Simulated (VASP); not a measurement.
HPbNO4:

```xyz
7
Lattice="4.2041 0.0000 0.0000 2.0217 3.8395 0.0000 2.0469 1.2790 6.2813" Properties=species:S:1:pos:R:3 pbc="T T T"
H     6.4119    3.4218    3.9444
Pb    4.2925    4.6959    5.5497
N     2.2802    1.4940    1.8951
O     6.4140    3.5006    4.9249
O     2.3104    1.0037    0.7095
O     2.3185    0.7238    2.8804
O     2.2113    2.7408    2.0273
```

| Quantity | Value |
| --- | --- |
| Program | VASP 6.6.1 |
| Task | relaxation of cell and atoms |
| Functional | PBE |
| Dispersion | D4 |
| Potentials or basis | VASP PAW PBE potentials, release 64 (H, Pb_d, N, O) |
| Cutoff | 600 eV |
| k mesh | 5 × 5 × 3 |
| Occupations | fermi-dirac, width 0.05 eV |
| Spin | no spin polarisation |

At the start: pressure -0.8 GPa; volume 14.48 Å³/atom.

How do energy, volume and symmetry change on relaxing?

Over 39 steps the energy falls by 3.9 meV/atom and the volume is 13.89 Å³/atom (-4.1 %); space group P1 (No. 1, to 0.1 Å) before and after.

The path:
```
step  energy change (eV)  largest force (eV/Å)  pressure (GPa)  volume (Å³)
   1              0.0000                0.4199           -0.81       101.39
   2              0.0005                0.8050           -2.45       100.32
   3             -0.0073                0.2043           -1.64       100.87
   4             -0.0174                0.1259           -0.77        99.33
   5             -0.0193                0.1840           -0.11        98.37
   6             -0.0200                0.2030            0.22        98.06
   7             -0.0203                0.1213            0.12        98.16
   8             -0.0213                0.1080            0.09        98.13
   9             -0.0226                0.2857           -0.01        98.02
  10             -0.0230                0.2533           -0.04        98.01
  11             -0.0239                0.1565           -0.09        97.97
  12             -0.0247                0.0843           -0.18        97.90
  13             -0.0248                0.1126           -0.19        97.89
  14             -0.0250                0.0896           -0.17        97.85
  15             -0.0254                0.0530           -0.08        97.74
  16             -0.0252                0.1335            0.11        97.51
  17             -0.0254                0.0684            0.00        97.66
  18             -0.0256                0.0499           -0.06        97.61
  19             -0.0257                0.0591           -0.12        97.57
  20             -0.0259                0.0527           -0.09        97.50
  21             -0.0263                0.0380            0.02        97.30
  22             -0.0263                0.0556            0.25        96.90
  23             -0.0264                0.0416            0.16        97.07
  24             -0.0266                0.0245            0.14        97.11
  25             -0.0268                0.0799            0.10        97.20
  26             -0.0269                0.0577            0.06        97.22
  27             -0.0270                0.0358           -0.03        97.30
  28             -0.0270                0.0358           -0.01        97.31
  29             -0.0270                0.0359           -0.04        97.32
  30             -0.0270                0.0360           -0.04        97.31
  31             -0.0270                0.0293           -0.03        97.31
  32             -0.0270                0.0199           -0.03        97.32
  33             -0.0270                0.0254           -0.02        97.32
  34             -0.0271                0.0197           -0.02        97.32
  35             -0.0271                0.0309           -0.02        97.31
  36             -0.0271                0.0286           -0.02        97.30
  37             -0.0271                0.0229           -0.01        97.28
  38             -0.0272                0.0306            0.00        97.25
  39             -0.0272                0.0098            0.01        97.24
```

Final structure:
```xyz
7
Lattice="4.1431 -0.0010 0.0042 1.9915 3.7573 -0.0221 2.0233 1.2121 6.2405" Properties=species:S:1:pos:R:3 pbc="T T T"
H     6.3225    3.3044    3.8628
Pb    4.2320    4.6086    5.4941
N     2.2499    1.4444    1.8974
O     6.3231    3.3888    4.8465
O     2.2812    0.9531    0.7084
O     2.2878    0.6687    2.8846
O     2.1804    2.6954    2.0317
```

Caveat: the standard files for N, O and F lose accuracy on very short bonds.
